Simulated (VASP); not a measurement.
# SnS2 (P-3m1) in VASP: further runs

The runs below take SnS2 through single point, relaxation of cell and atoms, with PBEsol.

Program: VASP 6.6.1. These are calculated values, not measurements. Logs are shortened: lines on timing, memory, paths and dates and some standing lists are left out, and cuts for length are marked.

### 1 The cell of the first run

It takes space group P-3m1 (No. 164, trigonal). Conventional cell: a = 3.651 Å, b = 3.651 Å, c = 6.070 Å, α = 90.00°, β = 90.00°, γ = 120.00°. Within 3.4 Å of Sn (site symmetry -3m) lie 6 S at 2.57 Å. S (site symmetry 3m) has 3 Sn at 2.57 Å within 3.4 Å.

### 2 Single point, PBEsol

Input file INCAR:

```
  PREC = Accurate
  ENCUT = 500
  EDIFF = 1E-6
  ISMEAR = -1
  SIGMA = 0.05
  LREAL = F
  LASPH = T
  NELM = 120
  ALGO = Normal
  ISIF = 2
  LWAVE = F
  LCHARG = F
  GGA = PS
  NBANDS = 20
  GGA_COMPAT = F
```

Input file KPOINTS:

```
regular mesh
0
Gamma
  12 12 6
```

Input file POSCAR:

```
SnS2
1.0
    3.6509306397      0.0000000000      0.0000000000
   -1.8254653199      3.1617986815      0.0000000000
    0.0000000000      0.0000000000      6.0699247252
Sn S
1 2
Direct
    0.0000000000      0.0000000000      0.0000000000
    0.3333333333      0.6666666667      0.2428326065
    0.6666666667      0.3333333333      0.7571673935
```

Potentials or basis: VASP PAW PBE potentials, release 64 (Sn_d, S).

Command:

```console
cat potpaw_PBE.64/Sn_d/POTCAR potpaw_PBE.64/S/POTCAR > POTCAR
mpirun -np 1 vasp_std > vasp.out
```

OUTCAR:

```text
PREC = Accurate
   ENCUT = 500
   EDIFF = 1E-6
   ISMEAR = -1
   LREAL = F
   LASPH = T
   NELM = 120
   ISIF = 2
   GGA = PS

 ion  position               nearest neighbor table
   1  0.000  0.000  0.000-   2 2.57   3 2.57   3 2.57   2 2.57   3 2.57   2 2.57
   2  0.333  0.667  0.243-   1 2.57   1 2.57   1 2.57
   3  0.667  0.333  0.757-   1 2.57   1 2.57   1 2.57

  LATTYP: Found a hexagonal cell.
 ALAT       =     3.6509306397
 C/A-ratio  =     1.6625691705

  Lattice vectors:

 A1 = (   3.6509306397,   0.0000000000,   0.0000000000)
 A2 = (  -1.8254653199,   3.1617986815,   0.0000000000)
 A3 = (   0.0000000000,   0.0000000000,   6.0699247252)

Analysis of symmetry for initial positions (statically):
=====================================================================
 Subroutine PRICEL returns:
 Original cell was already a primitive cell.

 Routine SETGRP: Setting up the symmetry group for a
 hexagonal supercell.

 Subroutine GETGRP returns: Found 12 space group operations
 (whereof 12 operations were pure point group operations)
 out of a pool of 24 trial point group operations.

The static configuration has the point symmetry D_3d.

Analysis of symmetry for dynamics (positions and initial velocities):
=====================================================================
 Subroutine PRICEL returns:
 Original cell was already a primitive cell.

 Routine SETGRP: Setting up the symmetry group for a
 hexagonal supercell.

 Subroutine GETGRP returns: Found 12 space group operations
 (whereof 12 operations were pure point group operations)
 out of a pool of 24 trial point group operations.

The dynamic configuration has the point symmetry D_3d.

 Subroutine INISYM returns: Found 12 space group operations
 (whereof 12 operations are pure point group operations),
 and found     1 'primitive' translations

----------------------------------------------------------------------------------------

                                     Primitive cell

  volume of cell :      70.0682

  direct lattice vectors                    reciprocal lattice vectors
     3.650930640  0.000000000  0.000000000     0.273902766  0.158137836  0.000000000
    -1.825465320  3.161798682  0.000000000     0.000000000  0.316275671  0.000000000
     0.000000000  0.000000000  6.069924725     0.000000000  0.000000000  0.164746689

  length of vectors
     3.650930640  3.650930640  6.069924725     0.316275671  0.316275671  0.164746689

  position of ions in fractional coordinates (direct lattice)
     0.000000000  0.000000000  0.000000000
     0.333333333  0.666666667  0.242832607
     0.666666667  0.333333333  0.757167393

  ion indices of the primitive-cell ions
   primitive index   ion index
                 1           1
                 2           2
                 3           3

----------------------------------------------------------------------------------------

 KPOINTS: regular mesh

Automatic generation of k-mesh.
 Grid dimensions read from file:
 generate k-points for:   12   12    6

 Generating k-lattice:

  Cartesian coordinates                     Fractional coordinates (reciprocal lattice)
     0.022825230  0.013178153  0.000000000     0.083333333  0.000000000  0.000000000
     0.000000000  0.026356306  0.000000000     0.000000000  0.083333333  0.000000000
     0.000000000  0.000000000  0.027457781     0.000000000  0.000000000  0.166666667

  Length of vectors
     0.026356306  0.026356306  0.027457781

  Shift w.r.t. Gamma in fractional coordinates (k-lattice)
     0.000000000  0.000000000  0.000000000

 Subroutine IBZKPT returns following result:
 ===========================================

 Found    100 irreducible k-points:

 Following reciprocal coordinates:
            Coordinates               Weight
  0.000000  0.000000  0.000000      1.000000
  0.083333  0.000000  0.000000      6.000000
  0.166667 -0.000000  0.000000      6.000000
  0.250000  0.000000  0.000000      6.000000
  0.333333  0.000000  0.000000      6.000000
  0.416667  0.000000  0.000000      6.000000
[... 16 lines left out ...]
  0.166667 -0.000000  0.166667      6.000000
  0.000000  0.166667  0.166667      6.000000
 [... further k-points ...]
   k-points           NKPTS =    100   k-points in BZ     NKDIM =    100   number of bands    NBANDS=     20
   number of dos      NEDOS =    301   number of ions     NIONS =      3
   total plane-waves  NPLWV =  37632
   dimension x,y,z NGX =    28 NGY =   28 NGZ =   48
   dimension x,y,z NGXF=    56 NGYF=   56 NGZF=   96
   ions per type =               1   2
   NGX,Y,Z   is equivalent  to a cutoff of  12.75, 12.75, 13.15 a.u.
   NGXF,Y,Z  is equivalent  to a cutoff of  25.50, 25.50, 26.29 a.u.
 SYSTEM =  unknown system
   PREC   = accura    normal or accurate (medium, high low for compatibility)
   ISTART =      0    job   : 0-new  1-cont  2-samecut
   ICHARG =      2    charge: 1-file 2-atom 10-const
   ISPIN  =      1    spin polarized calculation?
   LNONCOLLINEAR =      F non collinear calculations
   LSORBIT =      F    spin-orbit coupling
   LASPH  =      T    aspherical Exc in radial PAW
   ENCUT  =  500.0 eV  36.75 Ry    6.06 a.u.   6.66  6.66 11.07*2*pi/ulx,y,z
   NELM   =    120;   NELMIN=  2; NELMDL= -5     # of ELM steps
   EDIFF  = 0.1E-05   stopping-criterion for ELM
   LREAL  =      F    real-space projection
   EDIFFG = 0.1E-04   stopping-criterion for IOM
   NSW    =      0    number of steps for IOM
   IBRION =     -1    ionic relax: 0-MD 1-quasi-New 2-CG
   NFREE  =      0    steps in history (QN), initial steepest desc. (CG)
   ISIF   =      2    stress and relaxation
   ISYM   =      2    0-nonsym 1-usesym 2-fastsym
   POTIM  = 0.5000    time-step for ionic-motion
   TEBEG  =    0.0;   TEEND  =   0.0 temperature during run
   PSTRESS=    0.0 pullay stress
   NELECT =      26.0000    total number of electrons
   NUPDOWN=      -1.0000    fix difference up-down
   EMIN   =  10.00;   EMAX   =-10.00  energy-range for DOS
   EFERMI =   0.00;   METHOD = LEGACY
   ISMEAR =    -1;   SIGMA  =   0.05  broadening in eV -4-tet -1-fermi 0-gaus
   EFERMI_NEDOS =   21; number of points for ismear=-14 and -15
   IALGO  =     38    algorithm
   IMIX   =      4    mixing-type and parameters
     AMIX     =   0.40;   BMIX     =  1.00
     AMIX_MAG =   1.60;   BMIX_MAG =  1.00
  volume/ion in A,a.u.               =      23.36       157.61
  Fermi-wavevector in a.u.,A,eV,Ry     =   1.176411  2.223094 18.829671  1.383942
  Thomas-Fermi vector in A             =   2.312775
   LORBIT       =      0    0 simple, 1 ext, 2 COOP (PROOUT), +10 PAW based schemes
   GGA     = PS    functional components
   LHFCALC =     F    Hartree Fock is set to
   AEXX    =    0.0000 exact exchange contribution
   IVDW    =     0    specifies the selected vdW correction
   LEPSILON=     F    determine dielectric tensor
   LRPA    =     F    only Hartree local field effects (RPA)
 non-spin polarized calculation
  energy-cutoff  :      500.00
  volume of cell :       70.07
 maximum number of plane-waves:      1810
 NGX is ok and might be reduce to    28
   NGX = 13   NGY = 13   NGZ = 23

 number of electron      26.0000010 magnetization

 Free energy of the ion-electron system (eV)
  ---------------------------------------------------
  ext. energy  EPLUGINS =         0.00000000
  ---------------------------------------------------
  free energy    TOTEN  =       -14.27222573 eV

  energy without entropy =      -14.27222567  energy(sigma->0) =      -14.27222570

 E-fermi :   4.9165     XC(G=0):  -9.6234

 val. band max:        4.1599283097   @ k =   0.1667  -0.0000   0.1667
 cond. band min:       5.5965058183   @ k =   0.5000   0.0000   0.3333
 fundamental gap:      1.4365775086
 Fermi energy:         4.9164807376

 k-point     1 :       0.0000    0.0000    0.0000
  band No.  band energies     occupation
      1     -16.5745      2.00000
      2     -16.5745      2.00000
      3     -16.5312      2.00000
      4     -16.5030      2.00000
      5     -16.5030      2.00000
      6      -9.4994      2.00000
[... 12 lines left out ...]
     19      13.7061      0.00000
     20      13.7061      0.00000

 k-point     2 :       0.0833    0.0000    0.0000
  band No.  band energies     occupation
      1     -16.5788      2.00000
      2     -16.5702      2.00000
      3     -16.5279      2.00000
      4     -16.5060      2.00000
      5     -16.5027      2.00000
      6      -9.4209      2.00000
[... 12 lines left out ...]
     19      13.1789      0.00000
     20      13.8098      0.00000

 k-point     3 :       0.1667   -0.0000    0.0000
  band No.  band energies     occupation
      1     -16.5921      2.00000
      2     -16.5594      2.00000
      3     -16.5206      2.00000
      4     -16.5111      2.00000
      5     -16.5009      2.00000
      6      -9.1892      2.00000
[... 12 lines left out ...]
     19      13.2133      0.00000
     20      14.0341      0.00000

 k-point     4 :       0.2500    0.0000    0.0000
  band No.  band energies     occupation
      1     -16.6122      2.00000
      2     -16.5485      2.00000
      3     -16.5261      2.00000
      4     -16.5009      2.00000
      5     -16.4946      2.00000
      6      -8.8182      2.00000
[... 12 lines left out ...]
     19      12.9773      0.00000
     20      14.1333      0.00000

 k-point     5 :       0.3333    0.0000    0.0000
  band No.  band energies     occupation
      1     -16.6333      2.00000
      2     -16.5427      2.00000
      3     -16.5345      2.00000
      4     -16.4865      2.00000
      5     -16.4830      2.00000
      6      -8.3424      2.00000
[... 12 lines left out ...]
     19      13.4858      0.00000
     20      14.2430      0.00000

 k-point     6 :       0.4167    0.0000    0.0000
  band No.  band energies     occupation
      1     -16.6491      2.00000
      2     -16.5412      2.00000
      3     -16.5405      2.00000
      4     -16.4758      2.00000
      5     -16.4718      2.00000
      6      -7.8451      2.00000
[... 12 lines left out ...]
     19      14.0639      0.00000
     20      14.7002      0.00000

 k-point     7 :       0.5000    0.0000    0.0000
  band No.  band energies     occupation
      1     -16.6549      2.00000
      2     -16.5426      2.00000
      3     -16.5410      2.00000
      4     -16.4719      2.00000
      5     -16.4672      2.00000
      6      -7.5685      2.00000
[... 12 lines left out ...]
     19      14.3490      0.00000
     20      14.8758      0.00000
[... 277 lines left out ...]
 k-point    20 :       0.0000    0.0000    0.1667
  band No.  band energies     occupation
      1     -16.5745      2.00000
      2     -16.5745      2.00000
      3     -16.5312      2.00000
      4     -16.5030      2.00000
      5     -16.5030      2.00000
      6      -9.4713      2.00000
[... 12 lines left out ...]
     19      13.5773      0.00000
     20      13.5773      0.00000

 k-point    21 :       0.0833    0.0000    0.1667
  band No.  band energies     occupation
      1     -16.5788      2.00000
      2     -16.5702      2.00000
      3     -16.5279      2.00000
      4     -16.5060      2.00000
      5     -16.5028      2.00000
      6      -9.3930      2.00000
[... 12 lines left out ...]
     19      13.0854      0.00000
     20      13.8046      0.00000

 k-point    22 :       0.0000    0.0833    0.1667
  band No.  band energies     occupation
      1     -16.5788      2.00000
      2     -16.5702      2.00000
      3     -16.5279      2.00000
      4     -16.5060      2.00000
      5     -16.5028      2.00000
      6      -9.3929      2.00000
[... 12 lines left out ...]
     19      13.1061      0.00000
     20      13.6003      0.00000

 k-point    23 :       0.1667   -0.0000    0.1667
  band No.  band energies     occupation
      1     -16.5922      2.00000
      2     -16.5594      2.00000
      3     -16.5206      2.00000
      4     -16.5112      2.00000
      5     -16.5010      2.00000
      6      -9.1619      2.00000
[... 12 lines left out ...]
     19      13.3820      0.00000
     20      13.7557      0.00000

 k-point    24 :       0.0000    0.1667    0.1667
  band No.  band energies     occupation
      1     -16.5922      2.00000
      2     -16.5594      2.00000
      3     -16.5206      2.00000
      4     -16.5111      2.00000
      5     -16.5010      2.00000
      6      -9.1614      2.00000
[... 12 lines left out ...]
     19      12.9667      0.00000
     20      13.8339      0.00000

 [... further k-points ...]

------------------------ aborting loop because EDIFF is reached ----------------------------------------

  FORCE on cell =-STRESS in cart. coord.  units (eV):
  Direction    XX          YY          ZZ          XY          YZ          ZX
  --------------------------------------------------------------------------------------
  -------------------------------------------------------------------------------------
  Total       -0.0342248     -0.0342248     -0.0229757      0.0000000      0.0000000      0.0000000
  in kB       -0.7825838     -0.7825838     -0.5253625      0.0000000      0.0000000      0.0000000
  external PRESSURE =      -0.6968433 kB  Pullay stress =       0.0000000 kB

 VOLUME and BASIS-vectors are now :
 -----------------------------------------------------------------------------
  energy-cutoff  :      500.00
  volume of cell :       70.07
      direct lattice vectors                 reciprocal lattice vectors
     3.650930640  0.000000000  0.000000000     0.273902766  0.158137836  0.000000000
    -1.825465320  3.161798682  0.000000000     0.000000000  0.316275671  0.000000000
     0.000000000  0.000000000  6.069924725     0.000000000  0.000000000  0.164746689

 POSITION                                       TOTAL-FORCE (eV/Angst)
 -----------------------------------------------------------------------------------
      0.00000      0.00000      0.00000         0.000000      0.000000      0.000000
     -0.00000      2.10787      1.47398        -0.000000     -0.000000      0.000365
      1.82547      1.05393      4.59595         0.000000      0.000000     -0.000365
 -----------------------------------------------------------------------------------
    total drift:                               -0.000000     -0.000000      0.000000

  FREE ENERGIE OF THE ION-ELECTRON SYSTEM (eV)
  ---------------------------------------------------
  free  energy   TOTEN  =       -14.2722257274 eV

  energy  without entropy=      -14.2722256740  energy(sigma->0) =      -14.27222570
```

Wall time 3.5 min (1 thread of Intel Xeon 8259CL, shared host); peak memory 0.27 GiB.

What came out:

* Free energy: -14.2722 eV
* Pressure: -0.1 GPa
* Band gap on the k mesh: 1.44 eV (least direct gap 1.83 eV)

Caveat: the PAW data sets were made with another functional, which shifts forces and pressure a little; spin-orbit coupling is left out, which moves the levels of the heavy elements; this functional lacks dispersion, which binds the layers, so the pressure and a relaxed spacing across them are unreliable. A k mesh can miss the band edges.

### 3 Relaxation of cell and atoms, PBEsol

This run uses another cell than the first one, of 22.43 Å³/atom.

Input file INCAR:

```
PREC     = Accurate       # precision mode
ENCUT    = 500            # plane-wave cutoff, eV
EDIFF    = 1E-7           # SCF threshold, eV
ISMEAR   = 0              # smearing method
SIGMA    = 0.02           # smearing width, eV
LREAL    = F              # projectors in reciprocal space
LASPH    = T              # aspherical terms in the spheres
NELM     = 120            # most SCF steps
ALGO     = Normal         # electronic algorithm
ISIF     = 3              # what is computed and relaxed
LWAVE    = F              # write WAVECAR
LCHARG   = F              # write CHGCAR
GGA      = PS             # functional
IBRION   = 2              # ionic algorithm
NSW      = 100            # ionic steps
EDIFFG   = -0.005         # ionic threshold
GGA_COMPAT= F            
NELMIN   = 4
```

Input file KPOINTS:

```
Automatic mesh
0
Gamma
  12 12 6
```

Input file POSCAR:

```
SnS2
1.0
    3.6390000000      0.0000000000      0.0000000000
   -1.8195000000      3.1514664444      0.0000000000
    0.0000000000      0.0000000000      5.8680000000
Sn S
1 2
Direct
    0.0000000000      0.0000000000      0.0000000000
    0.3333333333      0.6666666667      0.2500000000
    0.6666666667      0.3333333333      0.7500000000
```

Potentials or basis: VASP PAW PBE potentials, release 64 (Sn_d, S).

Command:

```console
cat potpaw_PBE.64/Sn_d/POTCAR potpaw_PBE.64/S/POTCAR > POTCAR
mpirun -np 1 vasp_std > vasp.out
```

It took 27 min on 1 thread of Intel Xeon 8259CL, shared host; peak memory 0.27 GiB.

It converged, with:

| Quantity | Value |
| --- | --- |
| Free energy | -14.2712 eV |
| Relaxed volume | 23.33 Å³/atom |
| Relaxed cell | a = 3.649 Å, b = 3.649 Å, c = 6.069 Å, α = 90.00°, β = 90.00°, γ = 120.00° |
| Space group after relaxing (to 0.1 Å) | P-3m1 (No. 164) |
| Energy gained by relaxing | 1.7 meV/atom |
| Ionic steps | 16 |
| Pressure after relaxing | 0.0 GPa |
| Band gap on the k mesh | 1.44 eV (least direct gap 1.84 eV) |

Forces on the atoms (eV/Å):
```
Sn   0.000  0.000  0.000
S    0.000  0.000  0.003
S    0.000  0.000 -0.003
```

Step by step:
```csv
step,energy change (eV),largest force (eV/Å),pressure (GPa),volume (Å³)
1,0.0000,0.0999,1.09,67.30
2,-0.0004,0.1692,-0.90,68.79
3,-0.0028,0.0415,0.04,68.06
4,-0.0030,0.0377,0.03,68.14
5,-0.0035,0.0263,0.02,68.35
6,-0.0042,0.0029,0.00,68.79
7,-0.0044,0.0443,-0.02,69.67
8,-0.0046,0.0368,-0.03,69.75
9,-0.0049,0.0147,-0.07,70.00
10,-0.0046,0.0299,-0.14,70.49
11,-0.0050,0.0041,-0.09,70.12
12,-0.0050,0.0117,-0.01,70.04
13,-0.0050,0.0139,0.01,70.02
14,-0.0050,0.0146,0.02,70.01
15,-0.0050,0.0090,0.02,70.00
16,-0.0050,0.0028,0.01,69.99
```

Final structure:
```
Sn S
1.0
     3.64895    0.00000    0.00000
    -1.82447    3.16008    0.00000
     0.00000    0.00000    6.06934
Sn S
1 2
Direct
  0.00000 0.00000 0.00000
  0.33333 0.66667 0.24294
  0.66667 0.33333 0.75706
```

Levels at points of the mesh, in eV from the valence-band top:
```
           k point  band 11  band 12  band 13  band 14  band 15  band 16
(0.00, 0.00, 0.00)    -0.21    -0.21    -0.07     1.98     3.66     5.45
(0.50, 0.00, 0.00)    -2.41    -0.85    -0.21     1.68     4.48     6.00
(0.00, 0.00, 0.50)    -0.59    -0.11    -0.11     3.06     3.71     5.26
(0.50, 0.00, 0.50)    -1.81    -0.61    -0.47     1.47     4.69     5.58
```

Caveat: the PAW data sets were made with another functional, which shifts forces and pressure a little; spin-orbit coupling is left out, which moves the levels of the heavy elements; this functional lacks dispersion, which binds the layers, so the pressure and a relaxed spacing across them are unreliable. Zero-point motion and thermal expansion aren't in these numbers.
